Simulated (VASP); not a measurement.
Here is a VASP 6.6.1 calculation.

File INCAR:

```
SYSTEM = GaN
PREC = Accurate
ENCUT = 520
EDIFF = 1E-7
ISMEAR = 0
SIGMA = 0.05
LREAL = .FALSE.
LASPH = .TRUE.
NELM = 60
ALGO = Normal
ISIF = 2
LWAVE = .FALSE.
LCHARG = .TRUE.
GGA = CA
LELF = .TRUE.
LVHAR = .TRUE.
NBANDS = 26
```

Contents of KPOINTS:

```
Automatic mesh
0
G
  12 12 6
  0 0 0
```

POSCAR

```
GaN
1.0
    3.2620000000      0.0000000000      0.0000000000
   -1.6310000000      2.8249748671      0.0000000000
    0.0000000000      0.0000000000      4.5217000000
Ga N
2 2
Direct
    0.3333333333      0.6666666667      0.9992962937
    0.6666666667      0.3333333333      0.4992962937
    0.3333333333      0.6666666667      0.3757037063
    0.6666666667      0.3333333333      0.8757037063
```

Potentials or basis: VASP PAW LDA potentials, release 64 (Ga_d, N).

The run is started by

```console
$ cat potpaw_LDA.64/Ga_d/POTCAR potpaw_LDA.64/N/POTCAR > POTCAR
$ mpirun -np 1 vasp_std > vasp.out
```

(1) Predict the pressure.

(2) What does it give for the band gap on the k mesh?

(3) Estimate the largest force.

## Answers

(1) 25.0 GPa.

(2) 2.40 eV.

(3) 4.309 eV/Å.

Caveat: the stress differs along the axes, from -6 to 87 GPa; forces of over 1 eV/Å act on the atoms, so gaps and moduli don't describe the material at rest.
